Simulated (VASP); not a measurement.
# MgO: single point with LDA

Crystal: MgO.

```
Mg O
1.0
     0.00000    2.12415    2.12415
     2.12415    0.00000    2.12415
     2.12415    2.12415    0.00000
Mg O
1 1
Direct
  0.00000 0.00000 0.00000
  0.50000 0.50000 0.50000
```

```yaml
Program: VASP 6.6.1
Task: single point
Functional: LDA
Potentials_or_basis: VASP PAW LDA potentials, release 64 (Mg, O)
Cutoff: 600 eV
k_mesh: 4 × 4 × 4
Occupations: gaussian, width 0.05 eV
Spin: no spin polarisation
```

* Pressure: -11.5 GPa
* Band gap on the k mesh: 4.40 eV, direct

Levels at points of the mesh, in eV from the valence-band top:
| k point | band 1 | band 2 | band 3 | band 4 | band 5 | band 6 | band 7 | band 8 |
| --- | --- | --- | --- | --- | --- | --- | --- | --- |
| (0.00, 0.00, 0.00) | -16.87 | 0.00 | 0.00 | 0.00 | 4.40 | 15.37 | 15.37 | 15.37 |
| (0.50, 0.00, 0.00) | -15.58 | -4.59 | -0.64 | -0.64 | 7.56 | 12.11 | 15.72 | 15.72 |
| (0.50, 0.50, 0.00) | -15.32 | -4.05 | -1.34 | -1.34 | 8.85 | 9.41 | 12.62 | 18.24 |

It took 3.4 s on 1 thread of AMD EPYC 9R45 (Zen 5), with other jobs on the host, peak memory 0.09 GiB.

Caveat: the k points lie up to 0.64 Å⁻¹ apart.
